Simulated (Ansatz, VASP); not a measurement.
Two plane-wave programs on CdSe

```
Cd Se
1.0
     0.00000    2.81465    2.81465
     2.81465    0.00000    2.81465
     2.81465    2.81465    0.00000
Cd Se
1 1
Direct
  0.00000 0.00000 0.00000
  0.50000 0.50000 0.50000
```

Alike in both runs: task relaxation of cell and atoms; functional PBEsol; k mesh 14 × 14 × 14; occupations gaussian, width 0.1 eV; no spin polarisation.

|  | VASP | Ansatz |
| --- | --- | --- |
| version | VASP 6.6.1 | Ansatz 0.2.0 |
| potentials or method | VASP PAW PBE potentials, release 64 (Cd, Se), cutoff 600 eV | scalar-relativistic, plane waves, PAW |
| valence electrons in the cell | 18 | 36 |

```tsv
	VASP	Ansatz	Ansatz less VASP
gap on the k mesh at the Fermi level, each at its own relaxed structure (eV)	none	none	-
relaxed volume (Å³/atom)	22.40	22.30	-0.101
relaxed length of the cell vector where the two differ most in proportion (Å)	3.987	3.981	-0.0060
```

VASP's potentials were made for PBE, not for PBEsol. A gap of «none» marks a metal or a gap that the smearing closes. VASP's potentials hold 18 valence electrons a cell and Ansatz's 36, so a difference there can come from the potentials and not from the codes.
